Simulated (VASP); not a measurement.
# Sn2Sb3Te2 (R-3m) in VASP: single point with PBE

Aim: the single point of Sn2Sb3Te2 with PBE.

Program: VASP 6.6.1. These are calculated values, not measurements. Logs are shortened: lines on timing, memory, paths and dates and some standing lists are left out, and cuts for length are marked.

## 1. The cell of the first run

Symmetry: R-3m, No. 166, trigonal system. The conventional cell has a = 4.440 Å, b = 4.440 Å, c = 38.161 Å, α = 90.00°, β = 90.00°, γ = 120.00°. Sn (site symmetry 3m) has 3 Sb at 3.09 Å and 3 Te at 3.10 Å within 4.1 Å. Sb (site symmetry -3m) has 6 Sn at 3.09 Å within 4.1 Å. Sb (site symmetry 3m) has 3 Sb at 2.98 Å and 3 Te at 3.34 Å within 3.9 Å. Te (site symmetry 3m) has 3 Sn at 3.10 Å and 3 Sb at 3.34 Å within 4.1 Å.

## 2. Single point, PBE

INCAR reads:

```
SYSTEM = Sn2Sb3Te2
ALGO = Normal
EDIFF = 1E-6
ENCUT = 520
GGA = PE
ISIF = 2
ISMEAR = 0
LASPH = .TRUE.
LCHARG = .FALSE.
LREAL = .FALSE.
LWAVE = .FALSE.
NBANDS = 36
NELM = 80
PREC = Accurate
SIGMA = 0.2
```

KPOINTS reads:

```
k-points
0
G
  4 4 4
  0 0 0
```

POSCAR reads:

```
Sn2Sb3Te2
1.0
    2.2198199628      1.2816136530     12.7203257516
   -2.2198199628      1.2816136530     12.7203257516
    0.0000000000     -2.5632273061     12.7203257516
Sn Sb Te
2 3 2
Direct
    0.7116960631      0.7116960631      0.7116960631
    0.2883039369      0.2883039369      0.2883039369
    0.0000000000      0.0000000000      0.0000000000
    0.1467473873      0.1467473873      0.1467473873
    0.8532526127      0.8532526127      0.8532526127
    0.4241008138      0.4241008138      0.4241008138
    0.5758991862      0.5758991862      0.5758991862
```

Potentials or basis: VASP PAW PBE potentials, release 64 (Sn_d, Sb, Te).

The run is started by

```sh
$ cat potpaw_PBE.64/Sn_d/POTCAR potpaw_PBE.64/Sb/POTCAR potpaw_PBE.64/Te/POTCAR > POTCAR
$ mpirun -np 1 vasp_std > vasp.out
```

OUTCAR:

```text
SYSTEM = Sn2Sb3Te2
   EDIFF = 1E-6
   ENCUT = 520
   GGA = PE
   ISIF = 2
   ISMEAR = 0
   LASPH = .TRUE.
   LREAL = .FALSE.
   NELM = 80
   PREC = Accurate

 ion  position               nearest neighbor table
   1  0.712  0.712  0.712-   3 3.09   3 3.09   3 3.09   6 3.10   6 3.10   6 3.10
   2  0.288  0.288  0.288-   3 3.09   3 3.09   3 3.09   7 3.10   7 3.10   7 3.10
   3  0.000  0.000  0.000-   1 3.09   2 3.09   1 3.09   1 3.09   2 3.09   2 3.09
   4  0.147  0.147  0.147-   5 2.98   5 2.98   5 2.98   6 3.34   6 3.34   6 3.34
   5  0.853  0.853  0.853-   4 2.98   4 2.98   4 2.98   7 3.34   7 3.34   7 3.34
   6  0.424  0.424  0.424-   1 3.10   1 3.10   1 3.10   4 3.34   4 3.34   4 3.34
   7  0.576  0.576  0.576-   2 3.10   2 3.10   2 3.10   5 3.34   5 3.34   5 3.34

  LATTYP: Found a trigonal (rhomboedric) cell.
 ALAT       =    12.9760094578
 COS(alpha) =     0.9414693706

  Lattice vectors:

 A1 = (   2.2198199628,   1.2816136530,  12.7203257516)
 A2 = (  -2.2198199628,   1.2816136530,  12.7203257516)
 A3 = (   0.0000000000,  -2.5632273061,  12.7203257516)

Analysis of symmetry for initial positions (statically):
=====================================================================
 Subroutine PRICEL returns:
 Original cell was already a primitive cell.

 Routine SETGRP: Setting up the symmetry group for a
 trigonal (rhombohedral) supercell.

 Subroutine GETGRP returns: Found 12 space group operations
 (whereof 12 operations were pure point group operations)
 out of a pool of 12 trial point group operations.

The static configuration has the point symmetry D_3d.

Analysis of symmetry for dynamics (positions and initial velocities):
=====================================================================
 Subroutine PRICEL returns:
 Original cell was already a primitive cell.

 Routine SETGRP: Setting up the symmetry group for a
 trigonal (rhombohedral) supercell.

 Subroutine GETGRP returns: Found 12 space group operations
 (whereof 12 operations were pure point group operations)
 out of a pool of 12 trial point group operations.

The dynamic configuration has the point symmetry D_3d.

 Subroutine INISYM returns: Found 12 space group operations
 (whereof 12 operations are pure point group operations),
 and found     1 'primitive' translations

----------------------------------------------------------------------------------------
[... 94 lines left out ...]
   NSW    =      0    number of steps for IOM
   IBRION =     -1    ionic relax: 0-MD 1-quasi-New 2-CG
   NFREE  =      0    steps in history (QN), initial steepest desc. (CG)
   ISIF   =      2    stress and relaxation
   ISYM   =      2    0-nonsym 1-usesym 2-fastsym
   POTIM  = 0.5000    time-step for ionic-motion
   TEBEG  =    0.0;   TEEND  =   0.0 temperature during run
   PSTRESS=    0.0 pullay stress
   NELECT =      55.0000    total number of electrons
   NUPDOWN=      -1.0000    fix difference up-down
   EMIN   =  10.00;   EMAX   =-10.00  energy-range for DOS
   EFERMI =   0.00;   METHOD = LEGACY
   ISMEAR =     0;   SIGMA  =   0.20  broadening in eV -4-tet -1-fermi 0-gaus
   EFERMI_NEDOS =   21; number of points for ismear=-14 and -15
   IALGO  =     38    algorithm
   IMIX   =      4    mixing-type and parameters
     AMIX     =   0.40;   BMIX     =  1.00
     AMIX_MAG =   1.60;   BMIX_MAG =  1.00
  volume/ion in A,a.u.               =      31.02       209.33
  Fermi-wavevector in a.u.,A,eV,Ry     =   1.035828  1.957431 14.598227  1.072939
  Thomas-Fermi vector in A             =   2.170190
   LORBIT       =      0    0 simple, 1 ext, 2 COOP (PROOUT), +10 PAW based schemes
   GGA     = PE    functional components
   LHFCALC =     F    Hartree Fock is set to
   AEXX    =    0.0000 exact exchange contribution
   IVDW    =     0    specifies the selected vdW correction
   LEPSILON=     F    determine dielectric tensor
   LRPA    =     F    only Hartree local field effects (RPA)
 non-spin polarized calculation
 Gauss-broadening in eV      SIGMA  =   0.20
  energy-cutoff  :      520.00
  volume of cell :      217.13
 maximum number of plane-waves:      5879
 NGX is ok and might be reduce to    98
   NGX = 49   NGY = 49   NGZ = 49

 number of electron      55.0000009 magnetization

 Free energy of the ion-electron system (eV)
  ---------------------------------------------------
  ext. energy  EPLUGINS =         0.00000000
  ---------------------------------------------------
  free energy    TOTEN  =       -26.92372294 eV

  energy without entropy =      -26.87125675  energy(sigma->0) =      -26.89748985

 E-fermi :   6.5349     XC(G=0):  -9.4989

 val. band max:        6.2045099921   @ k =   0.5000   0.2500   0.0000
 cond. band min:       6.5629025390   @ k =   0.2500  -0.0000   0.0000
 fundamental gap:      0.3583925469
 Fermi energy:         6.5348869462

 k-point     1 :       0.0000    0.0000    0.0000
  band No.  band energies     occupation
      1     -14.9317      2.00000
      2     -14.9317      2.00000
      3     -14.9292      2.00000
      4     -14.9292      2.00000
      5     -14.9220      2.00000
      6     -14.9218      2.00000
[... 496 lines left out ...]
     35       8.8040      0.00000
     36       9.7079      0.00000

------------------------ aborting loop because EDIFF is reached ----------------------------------------

  FORCE on cell =-STRESS in cart. coord.  units (eV):
  Direction    XX          YY          ZZ          XY          YZ          ZX
  --------------------------------------------------------------------------------------
  -------------------------------------------------------------------------------------
  Total       -0.1920706     -0.1920706     -0.0795011      0.0000000      0.0000000      0.0000000
  in kB       -1.4172518     -1.4172518     -0.5866232      0.0000000      0.0000000      0.0000000
  external PRESSURE =      -1.1403756 kB  Pullay stress =       0.0000000 kB

 VOLUME and BASIS-vectors are now :
 -----------------------------------------------------------------------------
  energy-cutoff  :      520.00
  volume of cell :      217.13
      direct lattice vectors                 reciprocal lattice vectors
     2.219819963  1.281613653 12.720325752     0.225243492  0.130044391  0.026204780
    -2.219819963  1.281613653 12.720325752    -0.225243492  0.130044391  0.026204780
     0.000000000 -2.563227306 12.720325752     0.000000000 -0.260088781  0.026204780

 POSITION                                       TOTAL-FORCE (eV/Angst)
 -----------------------------------------------------------------------------------
      0.00000     -0.00000     27.15902         0.000000      0.000000     -0.006787
      0.00000     -0.00000     11.00196         0.000000     -0.000000      0.006787
      0.00000      0.00000      0.00000         0.000000     -0.000000     -0.000000
      0.00000     -0.00000      5.60002         0.000000      0.000000     -0.077554
      0.00000     -0.00000     32.56095         0.000000     -0.000000      0.077554
      0.00000     -0.00000     16.18410         0.000000     -0.000000      0.013347
      0.00000     -0.00000     21.97688         0.000000      0.000000     -0.013347
 -----------------------------------------------------------------------------------
    total drift:                               -0.000000      0.000000     -0.000000

  FREE ENERGIE OF THE ION-ELECTRON SYSTEM (eV)
  ---------------------------------------------------
  free  energy   TOTEN  =       -26.9237229431 eV

  energy  without entropy=      -26.8712567471  energy(sigma->0) =      -26.89748985
```

OSZICAR:

```text
N       E                     dE             d eps       ncg     rms          rms(c)
DAV:   1     0.465798407110E+03    0.46580E+03   -0.22500E+04   936   0.153E+03
DAV:   2     0.351619679632E+02   -0.43064E+03   -0.41920E+03  1000   0.386E+02
DAV:   3    -0.237140951730E+02   -0.58876E+02   -0.57239E+02  1152   0.141E+02
DAV:   4    -0.268854069222E+02   -0.31713E+01   -0.31159E+01  1104   0.334E+01
DAV:   5    -0.269909040752E+02   -0.10550E+00   -0.10528E+00  1348   0.670E+00    0.777E+00
DAV:   6    -0.269129063841E+02    0.77998E-01   -0.30192E-01  1188   0.306E+00    0.476E+00
DAV:   7    -0.269277996998E+02   -0.14893E-01   -0.20218E-01  1136   0.230E+00    0.112E+00
DAV:   8    -0.269247509486E+02    0.30488E-02   -0.26115E-02  1104   0.853E-01    0.290E-01
DAV:   9    -0.269234725005E+02    0.12784E-02   -0.89930E-03  1148   0.565E-01    0.189E-01
DAV:  10    -0.269236889558E+02   -0.21646E-03   -0.92571E-04  1068   0.126E-01    0.894E-02
DAV:  11    -0.269237049461E+02   -0.15990E-04   -0.12726E-04  1188   0.546E-02    0.438E-02
DAV:  12    -0.269237215845E+02   -0.16638E-04   -0.69569E-05  1036   0.416E-02    0.746E-03
DAV:  13    -0.269237226803E+02   -0.10959E-05   -0.46988E-06  1012   0.885E-03    0.705E-03
DAV:  14    -0.269237229431E+02   -0.26281E-06   -0.40416E-07   604   0.320E-03
   1 F= -.26923723E+02 E0= -.26897490E+02  d E =-.524662E-01
```

It took 21 min on 1 thread of AMD EPYC 7R43 (Zen 3), shared host; peak memory 1.5 GiB.

What came out:

| Quantity | Value |
| --- | --- |
| Free energy | -26.9237 eV |
| Pressure | -0.1 GPa |
| Largest force | 0.078 eV/Å |

Forces on the atoms (eV/Å):
```
Sn   0.000  0.000 -0.007
Sn   0.000  0.000  0.007
Sb   0.000  0.000  0.000
Sb   0.000  0.000 -0.078
Sb   0.000  0.000  0.078
Te   0.000  0.000  0.013
Te   0.000  0.000 -0.013
```

Stress tensor (GPa, compression positive):
```
-0.14  0.00  0.00
 0.00 -0.14  0.00
 0.00  0.00 -0.06
```

Caveat: the k points lie up to 0.41 Å⁻¹ apart; spin-orbit coupling is left out, which moves the levels of the heavy elements.
